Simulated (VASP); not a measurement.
# Ti (Pm-3m) in VASP: a series of runs, part 2 of 2

VASP 6.6.1.

## 4. Single point, r2SCAN

This run uses another cell than the first one, of 15.04 Å³/atom.

POSCAR

```
Ti
1.0
    2.4685499318      0.0000000000      0.0000000000
    0.0000000000      2.4685499318      0.0000000000
    0.0000000000      0.0000000000      2.4685499318
Ti
1
Direct
    0.0000000000      0.0000000000      0.0000000000
```

INCAR.step1

```
  PREC = Accurate
  ENCUT = 520
  ISMEAR = 1
  SIGMA = 0.05
  LREAL = False
  LASPH = True
  NELM = 80
  NBANDS = 12
  GGA = PE
  ALGO = Normal
  EDIFF = 1E-4
  LWAVE = True
  LCHARG = False
```

INCAR.step2

```
  PREC = Accurate
  ENCUT = 520
  EDIFF = 1E-6
  ISMEAR = 1
  SIGMA = 0.05
  LREAL = False
  LASPH = True
  NELM = 80
  ALGO = Normal
  ISIF = 2
  LWAVE = False
  LCHARG = False
  METAGGA = R2SCAN
  LMIXTAU = True
  NBANDS = 12
  ISTART = 1
```

KPOINTS

```
regular mesh
0
Gamma
  6 6 6
```

Potentials or basis: VASP PAW PBE potentials, release 64 (Ti_sv).

Started as:

```
cat potpaw_PBE.64/Ti_sv/POTCAR > POTCAR
cp INCAR.step1 INCAR
mpirun -np 1 vasp_std > vasp.out
cp INCAR.step2 INCAR
mpirun -np 1 vasp_std > vasp.out
```

OUTCAR:

```text
PREC = Accurate
   ENCUT = 520
   EDIFF = 1E-6
   ISMEAR = 1
   LREAL = False
   LASPH = True
   NELM = 80
   ISIF = 2
   METAGGA = R2SCAN
   ISTART = 1

 ion  position               nearest neighbor table
   1  0.000  0.000  0.000-

  LATTYP: Found a simple cubic cell.
 ALAT       =     2.4685499318

  Lattice vectors:

 A1 = (   2.4685499318,   0.0000000000,   0.0000000000)
 A2 = (   0.0000000000,   2.4685499318,   0.0000000000)
 A3 = (   0.0000000000,   0.0000000000,   2.4685499318)
[... 471 lines left out ...]
     10      19.3062      0.00000
     11      24.9161      0.00000
     12      24.9161      0.00000

------------------------ aborting loop because EDIFF is reached ----------------------------------------

  FORCE on cell =-STRESS in cart. coord.  units (eV):
  Direction    XX          YY          ZZ          XY          YZ          ZX
  --------------------------------------------------------------------------------------
  -------------------------------------------------------------------------------------
  Total        1.9472850      1.9472850      1.9472850      0.0000000     -0.0000000      0.0000000
  in kB      207.4026740    207.4026740    207.4026740      0.0000000     -0.0000000      0.0000000
  external PRESSURE =     207.4026740 kB  Pullay stress =       0.0000000 kB

 VOLUME and BASIS-vectors are now :
 -----------------------------------------------------------------------------
  energy-cutoff  :      520.00
  volume of cell :       15.04
      direct lattice vectors                 reciprocal lattice vectors
     2.468549932  0.000000000  0.000000000     0.405096120  0.000000000  0.000000000
     0.000000000  2.468549932  0.000000000     0.000000000  0.405096120  0.000000000
     0.000000000  0.000000000  2.468549932     0.000000000  0.000000000  0.405096120

 POSITION                                       TOTAL-FORCE (eV/Angst)
 -----------------------------------------------------------------------------------
      0.00000      0.00000      0.00000         0.000000      0.000000      0.000000
 -----------------------------------------------------------------------------------
    total drift:                               -0.000000      0.000000      0.000000

  FREE ENERGIE OF THE ION-ELECTRON SYSTEM (eV)
  ---------------------------------------------------
  free  energy   TOTEN  =       -11.8225666105 eV

  energy  without entropy=      -11.8201206191  energy(sigma->0) =      -11.82175128
```

OUTCAR.step1:

```text
PREC = Accurate
   ENCUT = 520
   ISMEAR = 1
   LREAL = False
   LASPH = True
   NELM = 80
[... 507 lines left out ...]

 POSITION                                       TOTAL-FORCE (eV/Angst)
 -----------------------------------------------------------------------------------
      0.00000      0.00000      0.00000         0.000000      0.000000      0.000000
 -----------------------------------------------------------------------------------
    total drift:                                0.000000      0.000000      0.000000

  FREE ENERGIE OF THE ION-ELECTRON SYSTEM (eV)
  ---------------------------------------------------
  free  energy   TOTEN  =        -6.7822743903 eV

  energy  without entropy=       -6.7802770080  energy(sigma->0) =       -6.78160860
```

OSZICAR.step1:

```text
N       E                     dE             d eps       ncg     rms          rms(c)
DAV:   1     0.915282743605E+02    0.91528E+02   -0.65661E+03   480   0.126E+03
DAV:   2    -0.279579659174E+01   -0.94324E+02   -0.91379E+02   500   0.306E+02
DAV:   3    -0.712501401694E+01   -0.43292E+01   -0.42258E+01   612   0.671E+01
DAV:   4    -0.722656684731E+01   -0.10155E+00   -0.10128E+00   560   0.817E+00
DAV:   5    -0.722886463742E+01   -0.22978E-02   -0.22973E-02   580   0.109E+00    0.964E+00
DAV:   6    -0.674673819608E+01    0.48213E+00   -0.11583E+00   512   0.153E+01    0.325E+00
DAV:   7    -0.676141718943E+01   -0.14679E-01   -0.71951E-02   616   0.295E+00    0.161E+00
DAV:   8    -0.678282897807E+01   -0.21412E-01   -0.57873E-02   500   0.274E+00    0.157E-01
DAV:   9    -0.678238904087E+01    0.43994E-03   -0.49422E-03   572   0.889E-01    0.134E-01
DAV:  10    -0.678228084638E+01    0.10819E-03   -0.99403E-04   496   0.353E-01    0.579E-02
DAV:  11    -0.678227439027E+01    0.64561E-05   -0.78548E-05   380   0.119E-01
   1 F= -.67822744E+01 E0= -.67816086E+01  d E =-.199738E-02
```

It took 15 s on 1 thread of Intel Xeon Platinum 8559C (Emerald Rapids), shared host; peak memory 0.12 GiB.

Results:

```yaml
Free_energy: -11.8226 eV
Pressure: 20.7 GPa
Band_gap_on_the_k_mesh: zero (bands 6 and 7 overlap by 3.05 eV)
```

Levels at points of the mesh, in eV from the Fermi level:
```csv
k point,band 4,band 5,band 6,band 7,band 8,band 9
"(0.00, 0.00, 0.00)",-33.18,-6.46,-1.90,-1.90,5.09,5.09
"(0.50, 0.00, 0.00)",-33.03,-1.87,-0.93,-0.19,2.56,2.56
"(0.50, 0.50, 0.00)",-32.90,-3.90,-0.06,3.15,3.15,6.43
"(0.50, 0.50, 0.50)",-34.26,-1.81,-1.81,-1.81,6.57,6.57
```

Caveat: the k points lie up to 0.42 Å⁻¹ apart, too coarse for converged energies and pressures of a metal; the PAW data sets were made with another functional, which shifts forces and pressure a little.

## 5. The runs side by side

```tsv
cell	gap on the mesh (eV)	pressure (GPa)
a = 2.303 Å, 1 atom	none	62.4
a = 2.365 Å, 1 atom	none	41.5
a = 2.469 Å, 1 atom	none	20.7
```

Alike in all rows: task single point; level r2SCAN; potentials or basis VASP PAW PBE potentials, release 64 (Ti_sv); no spin polarisation; k mesh 6 × 6 × 6; cutoff (eV) 520; smearing methfessel-paxton 0.05 eV.

Caveats: all runs use coarse meshes; the PAW data sets were made with another functional, which shifts forces and pressure a little.

Absolute energies hang on the potentials; compare differences alone.
